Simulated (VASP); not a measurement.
A run of VASP 6.6.1 is set up as follows.

POSCAR

```
SnTe2
1.0
    0.0000000000      3.7010376726      3.7010376726
    3.7010376726      0.0000000000      3.7010376726
    3.7010376726      3.7010376726      0.0000000000
Sn Te
1 2
Direct
    0.0000000000      0.0000000000      0.0000000000
    0.2500000000      0.2500000000      0.2500000000
    0.7500000000      0.7500000000      0.7500000000
```

File INCAR.step1:

```
SYSTEM = SnTe2
PREC = Accurate
ENCUT = 520
ISMEAR = 1
SIGMA = 0.05
LREAL = .False.
LASPH = .True.
NELM = 100
NBANDS = 20
GGA = PE
ALGO = Normal
EDIFF = 1E-4
LWAVE = .True.
LCHARG = .False.
```

Contents of INCAR.step2:

```
SYSTEM = SnTe2
PREC = Accurate
ENCUT = 520
EDIFF = 1E-7
ISMEAR = 1
SIGMA = 0.05
LREAL = .False.
LASPH = .True.
NELM = 100
ALGO = Normal
ISIF = 2
LWAVE = .False.
LCHARG = .False.
METAGGA = R2SCAN
LMIXTAU = .True.
NBANDS = 20
ISTART = 1
```

Contents of KPOINTS:

```
Automatic mesh
0
Gamma
  4 4 4
  0 0 0
```

Potentials or basis: VASP PAW PBE potentials, release 64 (Sn_d, Te).

Run with:

```sh
$ cat potpaw_PBE.64/Sn_d/POTCAR potpaw_PBE.64/Te/POTCAR > POTCAR
$ cp INCAR.step1 INCAR
$ mpirun -np 1 vasp_std > vasp.out
$ cp INCAR.step2 INCAR
$ mpirun -np 1 vasp_std > vasp.out
```

(1) Estimate the band gap on the k mesh.

(2) What does it give for the pressure?

Answers

(1) zero (band 13 reaches 6.08 eV, above the bottom of band 14 at 3.92 eV).

(2) 0.5 GPa.

Caveat: the k points lie up to 0.37 Å⁻¹ apart; the PAW data sets were made with another functional, which shifts forces and pressure a little; spin-orbit coupling is left out, which moves the levels of the heavy elements.
